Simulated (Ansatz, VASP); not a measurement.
**InTe4W: VASP beside Ansatz**

INCAR

```
PREC = Accurate ; ENCUT = 600
EDIFF = 1E-6 ; ISMEAR = 0
SIGMA = 0.1 ; LREAL = False
LASPH = True ; NELM = 80
ALGO = Normal ; ISIF = 3
LWAVE = False ; LCHARG = False
GGA = PE ; IBRION = 2
NSW = 90 ; EDIFFG = -0.04
```

KPOINTS

```
regular mesh
0
Gamma
  6 6 2
```

File POSCAR:

```
InTe4W
1.0
    3.3121492325      0.0000000000      0.0000000000
    0.0000000000      3.3121492325      0.0000000000
    0.0000000000      0.0000000000     14.9318062044
In Te W
1 4 1
Direct
    0.0000000000      0.0000000000      0.0000000000
    0.5000000000      0.5000000000      0.1567136351
    0.0000000000      0.0000000000      0.6124714406
    0.0000000000      0.0000000000      0.3875285594
    0.5000000000      0.5000000000      0.8432863649
    0.5000000000      0.5000000000      0.5000000000
```

Input for Ansatz:

```yaml
crystal:
  lattice:
    - [3.3121492325, 0.0, 0.0]
    - [0.0, 3.3121492325, 0.0]
    - [0.0, 0.0, 14.9318062044]
  atoms:
    - { symbol: In, position: [0.0, 0.0, 0.0] }
    - { symbol: Te, position: [0.5, 0.5, 0.1567136351] }
    - { symbol: Te, position: [0.0, 0.0, 0.6124714406] }
    - { symbol: Te, position: [0.0, 0.0, 0.3875285594] }
    - { symbol: Te, position: [0.5, 0.5, 0.8432863649] }
    - { symbol: W, position: [0.5, 0.5, 0.5] }
basis:
  ecutwfc: 420
kpoints:
  mp_grid: { grid: [6, 6, 2] }
hamiltonian:
  xc: pbe
scf:
  occupations: { method: gaussian, width: 0.1 }
  lower_state_search: "off"
output:
  forces: true
  stress: true
  eigenvalues: true
relax:
  adjacent_minimum: "off"
  f_tol: 0.04
  max_steps: 70
  cell: { stress_tol: 0.4 }
```

Change from the starting cell: species swapped into the Hf4AgPd type (P4/mmm, No. 123).

Alike in both runs: task relaxation of cell and atoms; functional PBE; k mesh 6 × 6 × 2; occupations gaussian, width 0.1 eV; no spin polarisation.

```csv
,VASP,Ansatz
version,VASP 6.6.1,Ansatz 0.2.0
potentials or method,"VASP PAW PBE potentials, release 64 (In_d, Te, W_sv), cutoff 600 eV","scalar-relativistic, plane waves, PAW"
valence electrons in the cell,51,91
```

VASP gave:

| Item | Value |
| --- | --- |
| gap on the k mesh at the Fermi level, each at its own relaxed structure (eV) | none |
| relaxed volume (Å³/atom) | 29.35 |
| relaxed cell length with the largest relative difference (Å) | 16.529 |

Task: Which values does Ansatz return?

Result: gap on the k mesh at the Fermi level, each at its own relaxed structure (eV): none; relaxed volume (Å³/atom): 29.01; relaxed cell length with the largest relative difference (Å): 16.324.

A gap of «none» marks a metal or a gap that the smearing closes. VASP's potentials hold 51 valence electrons a cell and Ansatz's 91, so a difference there can come from the potentials and not from the codes.

Neither program's run includes spin-orbit coupling.
